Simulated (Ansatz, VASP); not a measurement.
One calculation of KI, two programs

File POSCAR:

```
KI
1.0
    0.0000000000      3.5445661401      3.5445661401
    3.5445661401      0.0000000000      3.5445661401
    3.5445661401      3.5445661401      0.0000000000
K I
1 1
Direct
    0.0000000000      0.0000000000      0.0000000000
    0.5000000000      0.5000000000      0.5000000000
```

Contents of INCAR.step1:

```
SYSTEM = KI
  PREC = Accurate
  ENCUT = 520
  ISMEAR = 0
  SIGMA = 0.01
  LREAL = .False.
  LASPH = .True.
  NELM = 80
  NBANDS = 15
  GGA = PE
  ALGO = Normal
  EDIFF = 1E-4
  LWAVE = .True.
  LCHARG = .False.
```

INCAR.step2

```
SYSTEM = KI
  PREC = Accurate
  ENCUT = 520
  EDIFF = 1E-6
  ISMEAR = 0
  SIGMA = 0.01
  LREAL = .False.
  LASPH = .True.
  NELM = 80
  ALGO = Normal
  ISIF = 2
  LWAVE = .False.
  LCHARG = .False.
  METAGGA = R2SCAN
  LMIXTAU = .True.
  LUSE_VDW = .True.
  IVDW_NL = 2
  BPARAM = 11.95
  CPARAM = 0.0093
  NBANDS = 15
  ISTART = 1
```

File KPOINTS:

```
Automatic mesh
0
Gamma
  4 4 4
  0 0 0
```

Input for Ansatz:

```yaml
crystal:
  lattice:
    - [0.0, 3.5445661401, 3.5445661401]
    - [3.5445661401, 0.0, 3.5445661401]
    - [3.5445661401, 3.5445661401, 0.0]
  atoms:
    - { symbol: K, position: [0.0, 0.0, 0.0] }
    - { symbol: I, position: [0.5, 0.5, 0.5] }
kpoints:
  mp_grid: { grid: [4, 4, 4] }
hamiltonian:
  xc: r2scan
  dispersion: rvv10
scf:
  occupations: { method: fixed }
  n_extra_bands: 4
output:
  forces: true
  stress: true
  eigenvalues: true
```

Alike in both runs: task single point; functional r2SCAN; dispersion rVV10; k mesh 4 × 4 × 4; no spin polarisation.

|  | VASP | Ansatz |
| --- | --- | --- |
| version | VASP 6.6.1 | Ansatz 0.2.0 |
| potentials or method | VASP PAW PBE potentials, release 64 (K_sv, I) | plane waves |
| plane-wave cutoff (eV) | 520 | 500 |
| occupations | gaussian, width 0.01 eV | fixed |
| valence electrons in the cell | 16 | 26 |

VASP gave:

* gap on the k mesh at the Fermi level (eV): 4.48
* pressure (GPa): -0.4

Question: Estimate Ansatz's values.

Answer: gap on the k mesh at the Fermi level (eV): 4.48; pressure (GPa): -0.5.

VASP's potentials were made for PBE, not for r2SCAN. VASP's potentials hold 16 valence electrons a cell and Ansatz's 26, so a difference there can come from the potentials and not from the codes.

Neither program's run includes spin-orbit coupling.
